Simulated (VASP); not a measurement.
Sm2B2Rh, 5 atoms in the cell. It takes space group P6/mmm (No. 191, hexagonal). The conventional cell has a = 3.653 Å, b = 3.653 Å, c = 8.842 Å, α = 90.00°, β = 90.00°, γ = 120.00°. Sm (site symmetry 6mm) has 1 Rh at 2.79 Å and 7 Sm at 3.26 to 3.65 Å and 6 B at 3.50 Å within 3.7 Å. Within 2.8 Å of B (site symmetry -6m2) lie 3 Rh at 2.11 Å and 3 B at 2.11 Å. Within 2.8 Å of Rh (site symmetry 6/mmm) lie 6 B at 2.11 Å and 2 Sm at 2.79 Å. The cell was built from a structure type or drawn by symmetry, and may not be a known phase.

| Property | Result |
| --- | --- |
| Program | VASP 6.6.1 |
| Task | single point |
| Functional | PBE |
| Potentials or basis | VASP PAW PBE potentials, release 64 (Sm_3, B, Rh_pv), 4f in core |
| Cutoff | 500 eV |
| k mesh | 12 × 12 × 4 |
| Occupations | gaussian, width 0.1 eV |
| Spin | no spin polarisation |
| Dipole correction | no |
| Mended | yes |
| Further INCAR settings | ALGO = Normal; EDIFF = 1e-06; NBANDS = 30 |

Potentials or basis: VASP PAW PBE potentials, release 64 (Sm_3, B, Rh_pv), 4f in core.

Launch:

```sh
$ cat potpaw_PBE.64/Sm_3/POTCAR potpaw_PBE.64/B/POTCAR potpaw_PBE.64/Rh_pv/POTCAR > POTCAR
$ mpirun -np 1 vasp_std > vasp.out
```

Hardware: 1 thread of Intel(R) Xeon(R) 6975P-C (Granite Rapids) (shared host).

Q: How long does it take, and how much memory?

A: Run time: 56 s on 1 thread of Intel(R) Xeon(R) 6975P-C (Granite Rapids) (shared host), peak memory 0.32 GiB. Counts: scf iterations 14, k points 57.
